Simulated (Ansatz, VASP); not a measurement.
## One calculation of Ta4O, two programs

The input INCAR:

```
SYSTEM = Ta4O
PREC = Accurate ; ENCUT = 520
EDIFF = 1E-7 ; ISMEAR = 0
SIGMA = 0.15 ; LREAL = .FALSE.
LASPH = .TRUE. ; NELM = 60
ALGO = Normal ; ISIF = 2
LWAVE = .FALSE. ; LCHARG = .FALSE.
GGA = PS ; NBANDS = 33
```

KPOINTS

```
Automatic mesh
0
G
  14 14 8
  0 0 0
```

The input POSCAR:

```
Ta4O
1.0
    3.2109380217      0.0000000000      0.0000000000
    0.0000000000      3.2109380217      0.0000000000
    0.0000000000      0.0000000000      7.5622429221
Ta O
4 1
Direct
    0.0000000000      0.0000000000      0.5000000000
    0.5000000000      0.5000000000      0.7827831983
    0.5000000000      0.5000000000      0.2172168017
    0.0000000000      0.0000000000      0.0000000000
    0.5000000000      0.5000000000      0.5000000000
```

Input for Ansatz:

```yaml
crystal:
  lattice:
    - [3.2109380217, 0.0, 0.0]
    - [0.0, 3.2109380217, 0.0]
    - [0.0, 0.0, 7.5622429221]
  atoms:
    - { symbol: Ta, position: [0.0, 0.0, 0.5] }
    - { symbol: Ta, position: [0.5, 0.5, 0.7827831983] }
    - { symbol: Ta, position: [0.5, 0.5, 0.2172168017] }
    - { symbol: Ta, position: [0.0, 0.0, 0.0] }
    - { symbol: O, position: [0.5, 0.5, 0.5] }
basis:
  ecutwfc: 420
kpoints:
  mp_grid: { grid: [14, 14, 8] }
hamiltonian:
  xc: pbesol
scf:
  occupations: { method: gaussian, width: 0.15 }
output:
  forces: true
  stress: true
  eigenvalues: true
```

Change from the starting cell: strain +0.000 along x and y, +0.030 along z, atoms carried along.

Alike in both runs: task single point; functional PBEsol; k mesh 14 × 14 × 8; occupations gaussian, width 0.15 eV; no spin polarisation.

|  | VASP | Ansatz |
| --- | --- | --- |
| version | VASP 6.6.1 | Ansatz 0.2.0 |
| potentials or method | VASP PAW PBE potentials, release 64 (Ta_pv, O), cutoff 520 eV | scalar-relativistic, plane waves, PAW |
| valence electrons in the cell | 50 | 58 |

```csv
,VASP,Ansatz,Ansatz less VASP
gap on the k mesh at the Fermi level (eV),none,none,-
pressure (GPa),-6.7,-7.0,-0.29
"traceless stress, the component that is largest in VASP (GPa)",-4.19,-4.29,-0.095
rms of the force components (eV/Å),0.094,0.105,+0.0108
```

VASP's potentials were made for PBE, not for PBEsol. Atom by atom the forces differ by 0.011 eV/Å (rms over components). A gap of «none» marks a metal or a gap that the smearing closes. VASP's potentials hold 50 valence electrons a cell and Ansatz's 58, so a difference there can come from the potentials and not from the codes.

Spin-orbit coupling is off throughout.
